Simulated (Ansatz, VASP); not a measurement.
# Mg4Se: VASP beside Ansatz

INCAR

```
SYSTEM = Mg4Se
ALGO = Normal
EDIFF = 1E-6
ENCUT = 520
GGA = PE
ISIF = 2
ISMEAR = 0
LASPH = .TRUE.
LCHARG = .TRUE.
LELF = .TRUE.
LREAL = .FALSE.
LVHAR = .TRUE.
LWAVE = .FALSE.
NBANDS = 15
NELM = 80
PREC = Accurate
SIGMA = 0.1
```

File KPOINTS:

```
k-points
0
G
  6 6 4
  0 0 0
```

Contents of POSCAR:

```
Mg4Se
1.0
    4.5564401000      0.0000000000      0.0000000000
   -2.2782200500      3.9459928800      0.0000000000
    0.0000000000      0.0000000000      6.3932558100
Mg Se
4 1
Direct
    0.3333333300      0.6666666700      0.0000000000
    0.6666666700      0.3333333300      0.0000000000
    0.0000000000      0.0000000000      0.8352945100
    0.0000000000      0.0000000000      0.1647054900
    0.0000000000      0.0000000000      0.5000000000
```

Input for Ansatz:

```yaml
crystal:
  lattice:
    - [4.5564401, 0.0, 0.0]
    - [-2.27822005, 3.94599288, 0.0]
    - [0.0, 0.0, 6.39325581]
  atoms:
    - { symbol: Mg, position: [0.33333333, 0.66666667, 0.0] }
    - { symbol: Mg, position: [0.66666667, 0.33333333, 0.0] }
    - { symbol: Mg, position: [0.0, 0.0, 0.83529451] }
    - { symbol: Mg, position: [0.0, 0.0, 0.16470549] }
    - { symbol: Se, position: [0.0, 0.0, 0.5] }
basis:
  ecutwfc: 420
kpoints:
  mp_grid: { grid: [6, 6, 4] }
hamiltonian:
  xc: pbe
scf:
  occupations: { method: gaussian, width: 0.1 }
  lower_state_search: "off"
output:
  forces: true
  stress: true
  eigenvalues: true
```

Alike in both runs: task single point; functional PBE; k mesh 6 × 6 × 4; occupations gaussian, width 0.1 eV; no spin polarisation.

|  | VASP | Ansatz |
| --- | --- | --- |
| version | VASP 6.6.1 | Ansatz 0.2.0 |
| potentials or method | VASP PAW PBE potentials, release 64 (Mg, Se), cutoff 520 eV | scalar-relativistic, plane waves, PAW |
| valence electrons in the cell | 14 | 56 |

Ansatz gave:

* gap on the k mesh at the Fermi level (eV): none
* pressure (GPa): 22.8
* traceless stress, the component that is largest in VASP (GPa): 13.58
* rms of the force components (eV/Å): 0.654

Question: Which values does VASP return?

Answer: gap on the k mesh at the Fermi level (eV): none; pressure (GPa): 23.1; traceless stress, the component that is largest in VASP (GPa): 13.78; rms of the force components (eV/Å): 0.654.

Atom by atom the forces differ by 0.000 eV/Å (rms over components). A gap of «none» marks a metal or a gap that the smearing closes. The functional is the same, so the differences come from potentials, cutoffs and numerics. VASP's potentials hold 14 valence electrons a cell and Ansatz's 56, so a difference there can come from the potentials and not from the codes.
